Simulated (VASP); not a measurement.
# Si (Pm-3m) in VASP: a series of runs

Si is run at these levels: r2SCAN0, r2SCANh, HF; tasks: single point.

All numbers are computed with VASP 6.6.1; they aren't measurements. Logs are shortened: lines on timing, memory, paths and dates and some standing lists are left out, and cuts for length are marked.

### Step 1. The cell of the first run

The structure is cubic, space group Pm-3m (No. 221). Conventional cell: a = 2.532 Å, b = 2.532 Å, c = 2.532 Å, α = 90.00°, β = 90.00°, γ = 90.00°. Within 3.3 Å of Si (site symmetry m-3m) lie 6 Si at 2.53 Å.

This isn't the form of Si at room conditions, which is diamond.

### Step 2. Single point, r2SCAN0

POSCAR

```
Si
1.0
    2.5321100000      0.0000000000      0.0000000000
    0.0000000000      2.5321100000      0.0000000000
    0.0000000000      0.0000000000      2.5321100000
Si
1
Direct
    0.5000000000      0.5000000000      0.5000000000
```

INCAR.step1

```
SYSTEM = Si
ALGO = Normal
EDIFF = 1E-5
ENCUT = 520
GGA = PE
ISIF = 2
ISMEAR = -1
LASPH = .True.
LCHARG = .False.
LREAL = .False.
LWAVE = .True.
NBANDS = 8
NELM = 60
PREC = Accurate
SIGMA = 0.05
```

INCAR.step2

```
SYSTEM = Si
AEXX = 0.25
ALGO = Normal
EDIFF = 1E-6
ENCUT = 520
ISIF = 2
ISMEAR = -1
ISTART = 1
LASPH = .True.
LCHARG = .False.
LHFCALC = .True.
LMIXTAU = .True.
LREAL = .False.
LWAVE = .False.
METAGGA = R2SCAN
NBANDS = 8
NELM = 60
PREC = Accurate
PRECFOCK = Normal
SIGMA = 0.05
```

KPOINTS

```
k-points
0
Gamma
  5 5 5
  0 0 0
```

Potentials or basis: VASP PAW PBE potentials, release 64 (Si).

Command:

```bash
$ cat potpaw_PBE.64/Si/POTCAR > POTCAR
$ cp INCAR.step1 INCAR
$ mpirun -np 1 vasp_std > vasp.out
$ cp INCAR.step2 INCAR
$ mpirun -np 1 vasp_std > vasp.out
```

OUTCAR:

```text
SYSTEM = Si
   AEXX = 0.25
   EDIFF = 1E-6
   ENCUT = 520
   ISIF = 2
   ISMEAR = -1
   ISTART = 1
   LASPH = .True.
   LHFCALC = .True.
   LREAL = .False.
   METAGGA = R2SCAN
   NELM = 60
   PREC = Accurate
   PRECFOCK = Normal

 ion  position               nearest neighbor table
   1  0.500  0.500  0.500-

  LATTYP: Found a simple cubic cell.
 ALAT       =     2.5321100000

  Lattice vectors:

 A1 = (   2.5321100000,   0.0000000000,   0.0000000000)
 A2 = (   0.0000000000,   2.5321100000,   0.0000000000)
 A3 = (   0.0000000000,   0.0000000000,   2.5321100000)

Analysis of symmetry for initial positions (statically):
=====================================================================
 Subroutine PRICEL returns:
 Original cell was already a primitive cell.

 Routine SETGRP: Setting up the symmetry group for a
 simple cubic supercell.

 Subroutine GETGRP returns: Found 48 space group operations
 (whereof 48 operations were pure point group operations)
 out of a pool of 48 trial point group operations.

The static configuration has the point symmetry O_h .

Analysis of symmetry for dynamics (positions and initial velocities):
=====================================================================
 Subroutine PRICEL returns:
 Original cell was already a primitive cell.

 Routine SETGRP: Setting up the symmetry group for a
 simple cubic supercell.

 Subroutine GETGRP returns: Found 48 space group operations
 (whereof 48 operations were pure point group operations)
 out of a pool of 48 trial point group operations.

The dynamic configuration has the point symmetry O_h .

 Subroutine INISYM returns: Found 48 space group operations
 (whereof 48 operations are pure point group operations),
 and found     1 'primitive' translations

----------------------------------------------------------------------------------------

                                     Primitive cell

  volume of cell :      16.2348

  direct lattice vectors                    reciprocal lattice vectors
     2.532110000  0.000000000  0.000000000     0.394927551  0.000000000  0.000000000
     0.000000000  2.532110000  0.000000000     0.000000000  0.394927551  0.000000000
     0.000000000  0.000000000  2.532110000     0.000000000  0.000000000  0.394927551

  length of vectors
     2.532110000  2.532110000  2.532110000     0.394927551  0.394927551  0.394927551

  position of ions in fractional coordinates (direct lattice)
     0.500000000  0.500000000  0.500000000

  ion indices of the primitive-cell ions
   primitive index   ion index
                 1           1

----------------------------------------------------------------------------------------

 KPOINTS: k-points

Automatic generation of k-mesh.
 Grid dimensions read from file:
 generate k-points for:    5    5    5

 Generating k-lattice:

  Cartesian coordinates                     Fractional coordinates (reciprocal lattice)
     0.078985510  0.000000000  0.000000000     0.200000000  0.000000000  0.000000000
     0.000000000  0.078985510  0.000000000     0.000000000  0.200000000  0.000000000
     0.000000000  0.000000000  0.078985510     0.000000000  0.000000000  0.200000000

  Length of vectors
     0.078985510  0.078985510  0.078985510

  Shift w.r.t. Gamma in fractional coordinates (k-lattice)
     0.000000000  0.000000000  0.000000000

 Subroutine IBZKPT returns following result:
 ===========================================

 Found     10 irreducible k-points:

 Following reciprocal coordinates:
            Coordinates               Weight
  0.000000  0.000000  0.000000      1.000000
  0.200000  0.000000  0.000000      6.000000
  0.400000  0.000000  0.000000      6.000000
  0.200000  0.200000  0.000000     12.000000
  0.400000  0.200000  0.000000     24.000000
  0.400000  0.400000  0.000000     12.000000
  0.200000  0.200000  0.200000      8.000000
  0.400000  0.200000  0.200000     24.000000
  0.400000  0.400000  0.200000     24.000000
  0.400000  0.400000  0.400000      8.000000
   k-points           NKPTS =     10   k-points in BZ     NKDIM =    125   number of bands    NBANDS=      8
   number of dos      NEDOS =    301   number of ions     NIONS =      1
   total plane-waves  NPLWV =   8000
   dimension x,y,z NGX =    20 NGY =   20 NGZ =   20
   dimension x,y,z NGXF=    40 NGYF=   40 NGZF=   40
   ions per type =               1
   NGX,Y,Z   is equivalent  to a cutoff of  13.13, 13.13, 13.13 a.u.
   NGXF,Y,Z  is equivalent  to a cutoff of  26.26, 26.26, 26.26 a.u.
 SYSTEM =  Si
   PREC   = accura    normal or accurate (medium, high low for compatibility)
   ISTART =      1    job   : 0-new  1-cont  2-samecut
   ICHARG =      0    charge: 1-file 2-atom 10-const
   ISPIN  =      1    spin polarized calculation?
   LNONCOLLINEAR =      F non collinear calculations
   LSORBIT =      F    spin-orbit coupling
   LASPH  =      T    aspherical Exc in radial PAW
   ENCUT  =  520.0 eV  38.22 Ry    6.18 a.u.   4.71  4.71  4.71*2*pi/ulx,y,z
   NELM   =     60;   NELMIN=  2; NELMDL=  0     # of ELM steps
   EDIFF  = 0.1E-05   stopping-criterion for ELM
   LREAL  =      F    real-space projection
   EDIFFG = 0.1E-04   stopping-criterion for IOM
   NSW    =      0    number of steps for IOM
   IBRION =     -1    ionic relax: 0-MD 1-quasi-New 2-CG
   NFREE  =      0    steps in history (QN), initial steepest desc. (CG)
   ISIF   =      2    stress and relaxation
   ISYM   =      3    0-nonsym 1-usesym 2-fastsym
   POTIM  = 0.5000    time-step for ionic-motion
   TEBEG  =    0.0;   TEEND  =   0.0 temperature during run
   PSTRESS=    0.0 pullay stress
   NELECT =       4.0000    total number of electrons
   NUPDOWN=      -1.0000    fix difference up-down
   EMIN   =  10.00;   EMAX   =-10.00  energy-range for DOS
   EFERMI =   0.00;   METHOD = LEGACY
   ISMEAR =    -1;   SIGMA  =   0.05  broadening in eV -4-tet -1-fermi 0-gaus
   EFERMI_NEDOS =   21; number of points for ismear=-14 and -15
   IALGO  =     38    algorithm
   IMIX   =      1    mixing-type and parameters
     AMIX     =   0.40;   BMIX     =  1.00
     AMIX_MAG =   1.60;   BMIX_MAG =  1.00
  volume/ion in A,a.u.               =      16.23       109.56
  Fermi-wavevector in a.u.,A,eV,Ry     =   1.026311  1.939446 14.331207  1.053314
  Thomas-Fermi vector in A             =   2.160197
   LORBIT       =      0    0 simple, 1 ext, 2 COOP (PROOUT), +10 PAW based schemes
   METAGGA = R2SCAN    functional components
   LHFCALC =     T    Hartree Fock is set to
   PRECFOCK=normal    Normal, Fast or Accurate (Low or Medium for compatibility)
   ENCUT4O =  -1.0   cutoff for four orbital integrals eV
   NKREDX  =     1    reduce k-point grid by
   NKREDY  =     1    reduce k-point grid by
   NKREDZ  =     1    reduce k-point grid by
   AEXX    =    0.2500 exact exchange contribution
   HFSCREEN=    0.0000 screening length (either q_TF or 0.3 A-1)
   HFSCREENC=   0.0000 screening length for correlation (either q_TF or 0.3 A-1)
   ENCUTFOCK=  -1.0 apply spherical cutoff to Coloumb kernel
   IVDW    =     0    specifies the selected vdW correction
   LEPSILON=     F    determine dielectric tensor
   LRPA    =     F    only Hartree local field effects (RPA)
 non-spin polarized calculation
  energy-cutoff  :      520.00
  volume of cell :       16.23
 maximum number of plane-waves:       461
 NGX is ok and might be reduce to    20
  NGX = 16; NGY = 16; NGZ = 16

 number of electron       4.0000000 magnetization

 Free energy of the ion-electron system (eV)
  ---------------------------------------------------
  ext. energy  EPLUGINS =         0.00000000
  ---------------------------------------------------
  free energy    TOTEN  =        -8.77932051 eV

  energy without entropy =       -8.77599497  energy(sigma->0) =       -8.77765774

 E-fermi :   7.5730     XC(G=0):  -8.6955

 val. band max:        7.4162694620   @ k =   0.4000   0.4000   0.2000
 cond. band min:       8.8849958351   @ k =   0.4000   0.4000   0.4000
 fundamental gap:      1.4687263730
 Fermi energy:         7.5730441730

 k-point     1 :       0.0000    0.0000    0.0000
  band No.  band energies     occupation
      1      -7.6207      2.00000
      2      17.1809      0.00000
      3      17.1809      0.00000
      4      17.4528      0.00000
      5      17.4528      0.00000
      6      17.4528      0.00000
      7      26.0777      0.00000
      8      35.8255      0.00000

 k-point     2 :       0.2000    0.0000    0.0000
  band No.  band energies     occupation
      1      -6.6103      2.00000
      2       9.6224      0.00000
      3      17.9402      0.00000
      4      18.2500      0.00000
      5      18.2500      0.00000
      6      23.0281      0.00000
      7      29.5963      0.00000
      8      31.2620      0.00000

 k-point     3 :       0.4000    0.0000    0.0000
  band No.  band energies     occupation
      1      -3.6818      2.00000
      2       2.0344      2.00000
      3      19.6647      0.00000
      4      20.4099      0.00000
      5      20.4099      0.00000
      6      26.0018      0.00000
      7      26.0018      0.00000
      8      26.4583      0.00000

 k-point     4 :       0.2000    0.2000    0.0000
  band No.  band energies     occupation
      1      -5.6020      2.00000
      2       9.7017      0.00000
      3      11.5265      0.00000
      4      19.0402      0.00000
      5      21.2342      0.00000
      6      25.6414      0.00000
      7      27.8119      0.00000
      8      31.2466      0.00000

 k-point     5 :       0.4000    0.2000    0.0000
  band No.  band energies     occupation
      1      -2.6787      2.00000
      2       2.9484      2.00000
      3      13.1162      0.00000
      4      19.1054      0.00000
      5      21.1753      0.00000
      6      24.5165      0.00000
      7      26.7263      0.00000
      8      29.8039      0.00000

 k-point     6 :       0.4000    0.4000    0.0000
  band No.  band energies     occupation
      1       0.2445      2.00000
      2       4.8254      2.00000
      3       6.5073      2.00000
      4      13.0355      0.00000
      5      23.2576      0.00000
      6      27.4353      0.00000
      7      28.1417      0.00000
      8      28.7298      0.00000

 k-point     7 :       0.2000    0.2000    0.2000
  band No.  band energies     occupation
      1      -4.5947      2.00000
      2      10.5517      0.00000
      3      10.5517      0.00000
      4      14.1117      0.00000
      5      25.5515      0.00000
      6      25.5515      0.00000
      7      26.6780      0.00000
      8      28.7473      0.00000

 k-point     8 :       0.4000    0.2000    0.2000
  band No.  band energies     occupation
      1      -1.6732      2.00000
      2       3.8699      2.00000
      3      12.7332      0.00000
      4      16.0067      0.00000
      5      19.9724      0.00000
      6      20.5664      0.00000
      7      28.1412      0.00000
      8      30.2686      0.00000

 k-point     9 :       0.4000    0.4000    0.2000
  band No.  band energies     occupation
      1       1.2562      2.00000
      2       5.7740      2.00000
      3       7.4163      1.91667
      4      13.8674      0.00000
      5      17.6391      0.00000
      6      22.0025      0.00000
      7      22.9399      0.00000
      8      29.7743      0.00000

 k-point    10 :       0.4000    0.4000    0.4000
  band No.  band energies     occupation
      1       4.2151      2.00000
      2       8.8850      0.00000
      3       8.8850      0.00000
      4      13.1273      0.00000
      5      16.1135      0.00000
      6      16.1135      0.00000
      7      17.2802      0.00000
      8      23.8066      0.00000

------------------------ aborting loop because EDIFF is reached ----------------------------------------

  FORCE on cell =-STRESS in cart. coord.  units (eV):
  Direction    XX          YY          ZZ          XY          YZ          ZX
  --------------------------------------------------------------------------------------
  -------------------------------------------------------------------------------------
  Total        0.0865964      0.0865964      0.0865964      0.0000000     -0.0000000     -0.0000000
  in kB        8.5459941      8.5459941      8.5459941      0.0000000     -0.0000000     -0.0000000
  external PRESSURE =       8.5459941 kB  Pullay stress =       0.0000000 kB

 VOLUME and BASIS-vectors are now :
 -----------------------------------------------------------------------------
  energy-cutoff  :      520.00
  volume of cell :       16.23
      direct lattice vectors                 reciprocal lattice vectors
     2.532110000  0.000000000  0.000000000     0.394927551  0.000000000  0.000000000
     0.000000000  2.532110000  0.000000000     0.000000000  0.394927551  0.000000000
     0.000000000  0.000000000  2.532110000     0.000000000  0.000000000  0.394927551

 POSITION                                       TOTAL-FORCE (eV/Angst)
 -----------------------------------------------------------------------------------
      1.26605      1.26605      1.26605         0.000000      0.000000      0.000000
 -----------------------------------------------------------------------------------
    total drift:                                0.000000     -0.000000     -0.000000

  FREE ENERGIE OF THE ION-ELECTRON SYSTEM (eV)
  ---------------------------------------------------
  free  energy   TOTEN  =        -8.7793205117 eV

  energy  without entropy=       -8.7759949716  energy(sigma->0) =       -8.77765774
```

It took 16 s on 1 thread of Intel Xeon 6975P-C (Granite Rapids), shared host; peak memory 0.12 GiB.

What came out:

- Free energy: -8.7793 eV
- Pressure: 0.9 GPa
- Band gap on the k mesh: zero (bands 2 and 3 overlap by 10.67 eV)

Caveat: the k points lie up to 0.50 Å⁻¹ apart, too coarse for converged energies and pressures of a metal; the PAW data sets were made with another functional, which shifts forces and pressure a little.

### Step 3. Single point, r2SCANh

POSCAR is that of step 2.

INCAR.step1

```
ALGO = Normal
EDIFF = 1E-5
ENCUT = 520
GGA = PE
ISIF = 2
ISMEAR = -1
LASPH = True
LREAL = False
LWAVE = True
NBANDS = 8
NELM = 60
PREC = Accurate
SIGMA = 0.05
```

INCAR.step2

```
AEXX = 0.1
ALGO = Normal
EDIFF = 1E-6
ENCUT = 520
ISIF = 2
ISMEAR = -1
ISTART = 1
LASPH = True
LCHARG = True
LELF = True
LHFCALC = True
LMIXTAU = True
LREAL = False
LVHAR = True
LWAVE = False
METAGGA = R2SCAN
NBANDS = 8
NELM = 60
PREC = Accurate
PRECFOCK = Normal
SIGMA = 0.05
```

KPOINTS

```
k-points
0
Gamma
  5 5 5
```

Potentials or basis: VASP PAW PBE potentials, release 64 (Si).

Command:

```bash
$ cat potpaw_PBE.64/Si/POTCAR > POTCAR
$ cp INCAR.step1 INCAR
$ mpirun -np 1 vasp_std > vasp.out
$ cp INCAR.step2 INCAR
$ mpirun -np 1 vasp_std > vasp.out
```

Run time: 20 s. Hardware: 1 thread of Intel Xeon 6975P-C (Granite Rapids), shared host; peak memory 0.12 GiB.

The run converged. Its results:

```yaml
Free_energy: -8.4954 eV
Pressure: 1.9 GPa
Band_gap_on_the_k_mesh: zero (bands 2 and 3 overlap by 9.64 eV)
```

Levels at points of the mesh, in eV from the Fermi level:
```tsv
k point	band 1	band 2	band 3	band 4	band 5	band 6
(0.00, 0.00, 0.00)	-14.30	8.67	8.67	8.97	8.97	8.97
```

Caveat: the k points lie up to 0.50 Å⁻¹ apart, too coarse for converged energies and pressures of a metal; the PAW data sets were made with another functional, which shifts forces and pressure a little.

### Step 4. Single point, HF

POSCAR is that of step 3.

INCAR.step1

```
SYSTEM = Si
  PREC = Accurate
  ENCUT = 520
  EDIFF = 1E-5
  ISMEAR = -1
  SIGMA = 0.05
  LREAL = .FALSE.
  LASPH = .TRUE.
  NELM = 80
  ALGO = Normal
  ISIF = 2
  LWAVE = .TRUE.
  NBANDS = 8
  GGA = PE
```

INCAR.step2

```
SYSTEM = Si
  PREC = Accurate
  ENCUT = 520
  EDIFF = 1E-6
  ISMEAR = -1
  SIGMA = 0.05
  LREAL = .FALSE.
  LASPH = .TRUE.
  NELM = 80
  ALGO = Normal
  ISIF = 2
  LWAVE = .FALSE.
  LCHARG = .TRUE.
  GGA = PE
  LHFCALC = .TRUE.
  AEXX = 1.0
  ALDAC = 0.0
  AGGAC = 0.0
  PRECFOCK = Normal
  LELF = .TRUE.
  LVHAR = .TRUE.
  NBANDS = 8
  ISTART = 1
```

KPOINTS

```
Automatic mesh
0
G
  5 5 5
  0 0 0
```

Command:

```bash
$ cat potpaw_PBE.64/Si/POTCAR > POTCAR
$ cp INCAR.step1 INCAR
$ mpirun -np 1 vasp_std > vasp.out
$ cp INCAR.step2 INCAR
$ mpirun -np 1 vasp_std > vasp.out
```

Run time: 16 s. Hardware: 1 thread of Intel Xeon 6975P-C (Granite Rapids), shared host; peak memory 0.12 GiB.

Results (log left out):

```
Free energy            : -8.3529 eV
Pressure               : 8.8 GPa
Band gap on the k mesh : zero (bands 2 and 3 overlap by 15.92 eV)
```

Levels at points of the mesh, in eV from the Fermi level:
| k point | band 1 | band 2 | band 3 | band 4 | band 5 | band 6 |
| --- | --- | --- | --- | --- | --- | --- |
| (0.00, 0.00, 0.00) | -20.04 | 14.41 | 14.41 | 14.83 | 14.83 | 14.83 |

Caveat: the k points lie up to 0.50 Å⁻¹ apart, too coarse for converged energies and pressures of a metal; the PAW data sets were made with another functional, which shifts forces and pressure a little.

### Step 5. Summary

```csv
level,share of exact exchange,gap on the mesh (eV),pressure (GPa)
r2SCAN0,0.25,none,0.9
r2SCANh,0.1,none,1.9
HF,1,none,8.8
```

Alike in all rows: task single point; potentials or basis VASP PAW PBE potentials, release 64 (Si); no spin polarisation; cell as given; k mesh 5 × 5 × 5; cutoff (eV) 520; smearing fermi-dirac 0.05 eV.

Caveats: all runs use coarse meshes; the PAW data sets were made with another functional, which shifts forces and pressure a little.

Total energies depend on the potentials used, so only differences within one code and one set of settings carry meaning.
